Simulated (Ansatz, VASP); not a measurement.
# One calculation of MgO, two programs

Contents of POSCAR:

```
MgO
1.0
    0.0000000000      2.0323551546      2.0323551546
    2.0323551546      0.0000000000      2.0323551546
    2.0323551546      2.0323551546      0.0000000000
Mg O
1 1
Direct
    0.0000000000      0.0000000000      0.0000000000
    0.5000000000      0.5000000000      0.5000000000
```

File INCAR.step1:

```
PREC = Accurate ; ENCUT = 660
ISMEAR = 0 ; SIGMA = 0.01
LREAL = F ; LASPH = T
NELM = 120 ; NBANDS = 11
GGA = PE ; ALGO = Normal
EDIFF = 1E-5 ; LWAVE = T
LCHARG = F ; GGA_COMPAT = F
```

File INCAR.step2:

```
PREC = Accurate ; ENCUT = 660
EDIFF = 1E-6 ; ISMEAR = 0
SIGMA = 0.01 ; LREAL = F
LASPH = T ; NELM = 120
ALGO = Normal ; ISIF = 2
LWAVE = F ; LCHARG = F
METAGGA = R2SCAN ; LMIXTAU = T
NBANDS = 11 ; ISTART = 1
GGA_COMPAT = F
```

The input KPOINTS:

```
Automatic mesh
0
Gamma
  10 10 10
```

Input for Ansatz:

```yaml
crystal:
  lattice:
    - [0.0, 2.0323551546, 2.0323551546]
    - [2.0323551546, 0.0, 2.0323551546]
    - [2.0323551546, 2.0323551546, 0.0]
  atoms:
    - { symbol: Mg, position: [0.0, 0.0, 0.0] }
    - { symbol: O, position: [0.5, 0.5, 0.5] }
scf:
  occupations: { method: fixed }
output:
  forces: true
  stress: true
  eigenvalues: true
hamiltonian:
  xc: r2scan
basis:
  ecutwfc: 700
kpoints:
  mp_grid: { grid: [10, 10, 10] }
```

Alike in both runs: task single point; functional r2SCAN; k mesh 10 × 10 × 10; no spin polarisation.

|  | VASP | Ansatz |
| --- | --- | --- |
| version | VASP 6.6.1 | Ansatz 0.2.0 |
| potentials or method | VASP PAW PBE potentials, release 64 (Mg, O), cutoff 660 eV | scalar-relativistic, plane waves, PAW |
| occupations | gaussian, width 0.01 eV | fixed |
| valence electrons in the cell | 8 | 16 |

|  | VASP | Ansatz | Ansatz less VASP |
| --- | --- | --- | --- |
| gap on the k mesh at the Fermi level (eV) | 6.77 | 6.78 | +0.020 |
| least direct gap on the mesh (eV) | 6.77 | 6.78 | +0.020 |
| pressure (GPa) | 19.3 | 20.8 | +1.41 |

VASP's potentials were made for PBE, not for r2SCAN. VASP's potentials hold 8 valence electrons a cell and Ansatz's 16, so a difference there can come from the potentials and not from the codes.
